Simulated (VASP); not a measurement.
Wanted: the native input for a VASP 6.6.1 run.

```yaml
Task: single point
Functional: PBEsol
Potentials_or_basis: VASP PAW PBE potentials, release 64 (Ti_sv, H)
Cutoff: 520 eV
k_mesh: 12 × 12 × 12
Occupations: fermi-dirac, width 0.05 eV
Spin: no spin polarisation
Dipole_correction: no
Further_INCAR_settings: ALGO = Normal; EDIFF = 1e-06; NBANDS = 14
```

The structure of TiH lies in POSCAR:

```
TiH
1.0
    0.0000000000      2.0470381526      2.0470381526
    2.0470381526      0.0000000000      2.0470381526
    2.0470381526      2.0470381526      0.0000000000
Ti H
1 1
Direct
    0.0000000000      0.0000000000      0.0000000000
    0.5000000000      0.5000000000      0.5000000000
```

One way to write it, as run:

INCAR

```
  ALGO = Normal
  EDIFF = 1E-6
  ENCUT = 520
  GGA = PS
  ISIF = 2
  ISMEAR = -1
  LASPH = T
  LCHARG = T
  LELF = T
  LREAL = F
  LVHAR = T
  LWAVE = F
  NBANDS = 14
  NELM = 60
  PREC = Accurate
  SIGMA = 0.05
```

KPOINTS

```
k-points
0
Gamma
  12 12 12
```

Potentials or basis: VASP PAW PBE potentials, release 64 (Ti_sv, H).

Command:

```sh
$ cat potpaw_PBE.64/Ti_sv/POTCAR potpaw_PBE.64/H/POTCAR > POTCAR
$ mpirun -np 1 vasp_std > vasp.out
```

Results of the run:

* Pressure: 5.8 GPa

Caveat: the PAW data sets were made with another functional, which shifts forces and pressure a little.

Wall time 34 s on 1 thread of AMD EPYC 7R13, on a shared host, peak memory 0.12 GiB.
